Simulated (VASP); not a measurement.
# MgO (Cmcm) in VASP: a series of runs, part 2 of 2

VASP 6.6.1. Earlier steps stand in the parts before.

## Step 4: Single point, PBEsol (mode 5 frozen in at -0.122 Å, strain +e along z and -e/2 along x and y +0.0000)

INCAR

```
SYSTEM = MgO
PREC     = Accurate       ! precision mode
ENCUT    = 520            ! plane-wave cutoff, eV
EDIFF    = 1E-7           ! SCF threshold, eV
ISMEAR   = 0              ! smearing method
SIGMA    = 0.05           ! smearing width, eV
LREAL    = .False.        ! projectors in reciprocal space
LASPH    = .True.         ! aspherical terms in the spheres
NELM     = 60             ! most SCF steps
ALGO     = Normal         ! electronic algorithm
ISIF     = 2              ! what is computed and relaxed
LWAVE    = .False.        ! write WAVECAR
LCHARG   = .False.        ! write CHGCAR
GGA      = PS             ! functional
NBANDS   = 16             ! bands
```

KPOINTS

```
regular mesh
0
Gamma
  9 9 6
  0 0 0
```

POSCAR

```
MgO
1.0
    3.4947663863      0.0000000000      0.0000000000
   -1.7473831932      3.0265564708      0.0000000000
    0.0000000000      0.0000000000      4.1947132299
Mg O
2 2
Direct
    0.6465117478      0.2930234957      0.7500000000
    0.3534882522      0.7069765043      0.2500000000
    0.6815065062      0.3630130124      0.2500000000
    0.3184934938      0.6369869876      0.7500000000
```

Potentials or basis: VASP PAW PBE potentials, release 64 (Mg, O).

Launch:

```bash
> cat potpaw_PBE.64/Mg/POTCAR potpaw_PBE.64/O/POTCAR > POTCAR
> mpirun -np 1 vasp_std > vasp.out
```

OUTCAR:

```text
SYSTEM = MgO
   PREC = Accurate
   ENCUT = 520
   EDIFF = 1E-7
   ISMEAR = 0
   LREAL = .False.
   LASPH = .True.
   NELM = 60
   ISIF = 2
   GGA = PS

 ion  position               nearest neighbor table
   1  0.647  0.293  0.750-   4 1.99   4 2.03   4 2.03   3 2.11   3 2.11   2 2.75   2 2.75   2 3.00
                             2 3.00   2 3.00   2 3.00
   2  0.353  0.707  0.250-   3 1.99   3 2.03   3 2.03   4 2.11   4 2.11   1 2.75   1 2.75   1 3.00
                             1 3.00   1 3.00   1 3.00
   3  0.682  0.363  0.250-   2 1.99   2 2.03   2 2.03   1 2.11   1 2.11
   4  0.318  0.637  0.750-   1 1.99   1 2.03   1 2.03   2 2.11   2 2.11

  LATTYP: Found a hexagonal cell.
 ALAT       =     3.4947663863
 C/A-ratio  =     1.2002843012

  Lattice vectors:

 A1 = (   3.4947663863,   0.0000000000,   0.0000000000)
 A2 = (  -1.7473831932,   3.0265564708,   0.0000000000)
 A3 = (   0.0000000000,   0.0000000000,   4.1947132299)

Analysis of symmetry for initial positions (statically):
=====================================================================
 Subroutine PRICEL returns:
 Original cell was already a primitive cell.

 Routine SETGRP: Setting up the symmetry group for a
 hexagonal supercell.

 Subroutine GETGRP returns: Found  8 space group operations
 (whereof  4 operations were pure point group operations)
 out of a pool of 24 trial point group operations.

The static configuration has the point symmetry C_2h.
 The point group associated with its full space group is D_2h.

Analysis of symmetry for dynamics (positions and initial velocities):
=====================================================================
 Subroutine PRICEL returns:
 Original cell was already a primitive cell.

 Routine SETGRP: Setting up the symmetry group for a
 hexagonal supercell.

 Subroutine GETGRP returns: Found  8 space group operations
 (whereof  4 operations were pure point group operations)
 out of a pool of 24 trial point group operations.

The dynamic configuration has the point symmetry C_2h.
 The point group associated with its full space group is D_2h.

 Subroutine INISYM returns: Found  8 space group operations
 (whereof  4 operations are pure point group operations),
 and found     1 'primitive' translations

----------------------------------------------------------------------------------------

                                     Primitive cell

  volume of cell :      44.3679

  direct lattice vectors                    reciprocal lattice vectors
     3.494766386  0.000000000  0.000000000     0.286142159  0.165204253  0.000000000
    -1.747383193  3.026556471  0.000000000     0.000000000  0.330408505  0.000000000
     0.000000000  0.000000000  4.194713230     0.000000000  0.000000000  0.238395319

  length of vectors
     3.494766386  3.494766386  4.194713230     0.330408505  0.330408505  0.238395319

  position of ions in fractional coordinates (direct lattice)
     0.646511748  0.293023496  0.750000000
     0.353488252  0.706976504  0.250000000
     0.681506506  0.363013012  0.250000000
     0.318493494  0.636986988  0.750000000

  ion indices of the primitive-cell ions
   primitive index   ion index
                 1           1
                 2           2
                 3           3
                 4           4

[... 21 lines left out ...]
 Subroutine IBZKPT returns following result:
 ===========================================

 Found    100 irreducible k-points:

 Following reciprocal coordinates:
            Coordinates               Weight
  0.000000  0.000000  0.000000      1.000000
  0.111111  0.000000  0.000000      4.000000
  0.000000  0.111111  0.000000      2.000000
  0.222222  0.000000  0.000000      4.000000
  0.000000  0.222222  0.000000      2.000000
  0.333333  0.000000  0.000000      4.000000
[... 16 lines left out ...]
 -0.222222 -0.444444  0.000000      4.000000
  0.444444  0.333333  0.000000      4.000000
 [... further k-points ...]
   k-points           NKPTS =    100   k-points in BZ     NKDIM =    100   number of bands    NBANDS=     16
   number of dos      NEDOS =    301   number of ions     NIONS =      4
   total plane-waves  NPLWV =  25088
   dimension x,y,z NGX =    28 NGY =   28 NGZ =   32
   dimension x,y,z NGXF=    56 NGYF=   56 NGZF=   64
   ions per type =               2   2
   NGX,Y,Z   is equivalent  to a cutoff of  13.32, 13.32, 12.68 a.u.
   NGXF,Y,Z  is equivalent  to a cutoff of  26.64, 26.64, 25.36 a.u.
 SYSTEM =  MgO
   PREC   = accura    normal or accurate (medium, high low for compatibility)
   ISTART =      0    job   : 0-new  1-cont  2-samecut
   ICHARG =      2    charge: 1-file 2-atom 10-const
   ISPIN  =      1    spin polarized calculation?
   LNONCOLLINEAR =      F non collinear calculations
   LSORBIT =      F    spin-orbit coupling
   LASPH  =      T    aspherical Exc in radial PAW
   ENCUT  =  520.0 eV  38.22 Ry    6.18 a.u.   6.50  6.50  7.80*2*pi/ulx,y,z
   NELM   =     60;   NELMIN=  2; NELMDL= -5     # of ELM steps
   EDIFF  = 0.1E-06   stopping-criterion for ELM
   LREAL  =      F    real-space projection
   EDIFFG = 0.1E-05   stopping-criterion for IOM
   NSW    =      0    number of steps for IOM
   IBRION =     -1    ionic relax: 0-MD 1-quasi-New 2-CG
   NFREE  =      0    steps in history (QN), initial steepest desc. (CG)
   ISIF   =      2    stress and relaxation
   ISYM   =      2    0-nonsym 1-usesym 2-fastsym
   POTIM  = 0.5000    time-step for ionic-motion
   TEBEG  =    0.0;   TEEND  =   0.0 temperature during run
   PSTRESS=    0.0 pullay stress
   NELECT =      16.0000    total number of electrons
   NUPDOWN=      -1.0000    fix difference up-down
   EMIN   =  10.00;   EMAX   =-10.00  energy-range for DOS
   EFERMI =   0.00;   METHOD = LEGACY
   ISMEAR =     0;   SIGMA  =   0.05  broadening in eV -4-tet -1-fermi 0-gaus
   EFERMI_NEDOS =   21; number of points for ismear=-14 and -15
   IALGO  =     38    algorithm
   IMIX   =      4    mixing-type and parameters
     AMIX     =   0.40;   BMIX     =  1.00
     AMIX_MAG =   1.60;   BMIX_MAG =  1.00
  volume/ion in A,a.u.               =      11.09        74.85
  Fermi-wavevector in a.u.,A,eV,Ry     =   1.165266  2.202034 18.474602  1.357845
  Thomas-Fermi vector in A             =   2.301794
   LORBIT       =      0    0 simple, 1 ext, 2 COOP (PROOUT), +10 PAW based schemes
   GGA     = PS    functional components
   LHFCALC =     F    Hartree Fock is set to
   AEXX    =    0.0000 exact exchange contribution
   IVDW    =     0    specifies the selected vdW correction
   LEPSILON=     F    determine dielectric tensor
   LRPA    =     F    only Hartree local field effects (RPA)
 non-spin polarized calculation
 Gauss-broadening in eV      SIGMA  =   0.05
  energy-cutoff  :      520.00
  volume of cell :       44.37
 maximum number of plane-waves:      1228
 NGX is ok and might be reduce to    28

 number of electron      16.0000002 magnetization

 Free energy of the ion-electron system (eV)
  ---------------------------------------------------
  ext. energy  EPLUGINS =         0.00000000
  ---------------------------------------------------
  free energy    TOTEN  =       -24.59926905 eV

  energy without entropy =      -24.59926905  energy(sigma->0) =      -24.59926905

 E-fermi :   2.1072     XC(G=0): -10.2795

 val. band max:        1.8811509394   @ k =   0.0000   0.0000   0.0000
 cond. band min:       5.0532054811   @ k =   0.0000   0.0000   0.0000
 fundamental gap:      3.1720545418
 Fermi energy:         2.1071864913

 k-point     1 :       0.0000    0.0000    0.0000
  band No.  band energies     occupation
      1     -14.9854      2.00000
      2     -13.5671      2.00000
      3      -1.8110      2.00000
      4       0.0489      2.00000
      5       0.1844      2.00000
      6       0.8093      2.00000
[... 433 lines left out ...]
      3      -1.6732      2.00000
      4      -0.4970      2.00000
      5      -0.2470      2.00000
      6      -0.2014      2.00000
[... 8 lines left out ...]
     15      16.4016      0.00000
     16      16.8630      0.00000

 [... further k-points ...]
[... 5 lines left out ...]
  --------------------------------------------------------------------------------------
  -------------------------------------------------------------------------------------
  Total       -0.3599410     -0.0733312      0.1996199      0.0000000     -0.0000000      0.0000000
  in kB      -12.9978864     -2.6480753      7.2085046      0.0000000     -0.0000000      0.0000000
  external PRESSURE =      -2.8124857 kB  Pullay stress =       0.0000000 kB

 VOLUME and BASIS-vectors are now :
 -----------------------------------------------------------------------------
  energy-cutoff  :      520.00
  volume of cell :       44.37
      direct lattice vectors                 reciprocal lattice vectors
     3.494766386  0.000000000  0.000000000     0.286142159  0.165204253  0.000000000
    -1.747383193  3.026556471  0.000000000     0.000000000  0.330408505  0.000000000
     0.000000000  0.000000000  4.194713230     0.000000000  0.000000000  0.238395319

 POSITION                                       TOTAL-FORCE (eV/Angst)
 -----------------------------------------------------------------------------------
      1.74738      0.88685      3.14603        -0.000000      1.044896     -0.000000
      0.00000      2.13970      1.04868         0.000000     -1.044896      0.000000
      1.74738      1.09868      1.04868         0.000000     -0.400380     -0.000000
     -0.00000      1.92788      3.14603        -0.000000      0.400380      0.000000
 -----------------------------------------------------------------------------------
    total drift:                               -0.000000      0.000000     -0.000000

  FREE ENERGIE OF THE ION-ELECTRON SYSTEM (eV)
  ---------------------------------------------------
  free  energy   TOTEN  =       -24.5992690470 eV

  energy  without entropy=      -24.5992690470  energy(sigma->0) =      -24.59926905
```

Wall time 34 s (1 thread of Intel Xeon Platinum 8488C (Sapphire Rapids), shared host); peak memory 0.2 GiB.

Results:

```yaml
Free_energy: -24.5993 eV
Pressure: -0.3 GPa
Largest_force: 1.045 eV/Å
Band_gap_on_the_k_mesh: 3.17 eV, direct
```

Forces in eV/Å, atoms in the order of the input:
```
Mg   0.000  1.045  0.000
Mg   0.000 -1.045  0.000
O    0.000 -0.400  0.000
O    0.000  0.400  0.000
```

Caveat: the cell differs from its parent crystal (mode 5 frozen in at -0.122 Å, strain +e along z and -e/2 along x and y +0.0000); the PAW data sets were made with another functional, which shifts forces and pressure a little.

## Step 5: Single point, PBEsol (mode 5 frozen in at +0.122 Å, strain +e along z and -e/2 along x and y -0.0467)

INCAR

```
ALGO = Normal
EDIFF = 1E-6
ENCUT = 520
GGA = PS
ISIF = 2
ISMEAR = 0
LASPH = True
LCHARG = False
LREAL = False
LWAVE = False
NBANDS = 16
NELM = 100
PREC = Accurate
SIGMA = 0.05
```

KPOINTS

```
k-points
0
Gamma
  9 9 6
```

POSCAR

```
MgO
1.0
    3.5763691814      0.0000000000      0.0000000000
   -1.7881845907      3.0972265644      0.0000000000
    0.0000000000      0.0000000000      3.9988201221
Mg O
2 2
Direct
    0.6868215855      0.3736431710      0.7500000000
    0.3131784145      0.6263568290      0.2500000000
    0.6518268271      0.3036536542      0.2500000000
    0.3481731729      0.6963463458      0.7500000000
```

Launch:

```bash
> cat potpaw_PBE.64/Mg/POTCAR potpaw_PBE.64/O/POTCAR > POTCAR
> mpirun -np 1 vasp_std > vasp.out
```

Wall time 32 s (1 thread of Intel Xeon Platinum 8488C (Sapphire Rapids), shared host); peak memory 0.2 GiB.

The run converged. Its results:

| Property | Result |
| --- | --- |
| Free energy | -24.5140 eV |
| Pressure | 1.6 GPa |
| Largest force | 0.751 eV/Å |
| Band gap on the k mesh | 3.25 eV, direct |

Forces in eV/Å, atoms in the order of the input:
```
Mg   0.000 -0.751  0.000
Mg   0.000  0.751  0.000
O    0.000  0.612  0.000
O    0.000 -0.612  0.000
```

Stress tensor (GPa, compression positive):
```
-2.36  0.00  0.00
 0.00 -4.51  0.00
 0.00  0.00 11.70
```

Levels at points of the mesh, in eV from the valence-band top:
```csv
k point,band 5,band 6,band 7,band 8,band 9,band 10,band 11,band 12
"(0.00, 0.00, 0.00)",-1.69,-0.91,-0.44,0.00,3.25,9.54,11.59,12.40
"(0.00, 0.00, 0.50)",-1.30,-1.30,-1.18,-1.18,6.36,6.36,12.19,12.19
```

Caveat: the cell differs from its parent crystal (mode 5 frozen in at +0.122 Å, strain +e along z and -e/2 along x and y -0.0467); the PAW data sets were made with another functional, which shifts forces and pressure a little.

## Step 6: Single point, PBEsol (mode 5 frozen in at +0.122 Å, strain +e along z and -e/2 along x and y +0.0000)

INCAR

```
SYSTEM = MgO
PREC = Accurate ; ENCUT = 520
EDIFF = 1E-7 ; ISMEAR = 0
SIGMA = 0.05 ; LREAL = .False.
LASPH = .True. ; NELM = 100
ALGO = Normal ; ISIF = 2
LWAVE = .False. ; LCHARG = .False.
GGA = PS ; NBANDS = 16
```

KPOINTS

```
regular mesh
0
Gamma
  9 9 6
  0 0 0
```

POSCAR

```
MgO
1.0
    3.4947663863      0.0000000000      0.0000000000
   -1.7473831932      3.0265564708      0.0000000000
    0.0000000000      0.0000000000      4.1947132299
Mg O
2 2
Direct
    0.6868215855      0.3736431710      0.7500000000
    0.3131784145      0.6263568290      0.2500000000
    0.6518268271      0.3036536542      0.2500000000
    0.3481731729      0.6963463458      0.7500000000
```

Potentials or basis: VASP PAW PBE potentials, release 64 (Mg, O).

Launch:

```bash
> cat potpaw_PBE.64/Mg/POTCAR potpaw_PBE.64/O/POTCAR > POTCAR
> mpirun -np 1 vasp_std > vasp.out
```

Run time: 35 s. Hardware: 1 thread of Intel Xeon Platinum 8488C (Sapphire Rapids), shared host; peak memory 0.2 GiB.

It converged, with:

```yaml
Free_energy: -24.6163 eV
Pressure: -0.3 GPa
Largest_force: 0.781 eV/Å
Band_gap_on_the_k_mesh: 3.17 eV, direct
```

Forces in eV/Å, atoms in the order of the input:
```
Mg   0.000 -0.781  0.000
Mg   0.000  0.781  0.000
O    0.000  0.478  0.000
O    0.000 -0.478  0.000
```

Stress tensor (GPa, compression positive):
```
 0.89  0.00  0.00
 0.00 -2.32  0.00
 0.00  0.00  0.46
```

Levels at points of the mesh, in eV from the valence-band top:
| k point | band 5 | band 6 | band 7 | band 8 | band 9 | band 10 | band 11 | band 12 |
| --- | --- | --- | --- | --- | --- | --- | --- | --- |
| (0.00, 0.00, 0.00) | -1.69 | -1.05 | -0.66 | 0.00 | 3.17 | 9.17 | 11.72 | 11.93 |
| (0.00, 0.00, 0.50) | -1.37 | -1.37 | -1.27 | -1.27 | 6.21 | 6.21 | 12.53 | 12.53 |

Caveat: the cell differs from its parent crystal (mode 5 frozen in at +0.122 Å, strain +e along z and -e/2 along x and y +0.0000); the PAW data sets were made with another functional, which shifts forces and pressure a little.

## Step 7: Summary

| cell | gap on the mesh (eV) | pressure (GPa) | largest force (eV/Å) |
| --- | --- | --- | --- |
| a = 3.413, b = 3.413, c = 4.391 Å, angles 90.0, 90.0, 120.0°, 4 atoms | 3.14 | 0.8 | 0.79 |
| a = 3.535, b = 3.535, c = 4.097 Å, angles 90.0, 90.0, 120.0°, 4 atoms | 3.25 | 0.2 | 0.64 |
| a = 3.495, b = 3.495, c = 4.195 Å, angles 90.0, 90.0, 120.0°, 4 atoms | 3.17 | -0.3 | 0.78 |
| a = 3.576, b = 3.576, c = 3.999 Å, angles 90.0, 90.0, 120.0°, 4 atoms | 3.25 | 1.6 | 0.75 |

Some of these runs hold the atoms at other places in the same cell, which the table doesn't show; runs alike in all that it shows share one row.

Alike in all rows: task single point; level PBEsol; potentials or basis VASP PAW PBE potentials, release 64 (Mg, O); no spin polarisation; k mesh 9 × 9 × 6; cutoff (eV) 520; smearing gaussian 0.05 eV.

Caveats: the PAW data sets were made with another functional, which shifts forces and pressure a little.

Total energies depend on the potentials used, so only differences within one code and one set of settings carry meaning.
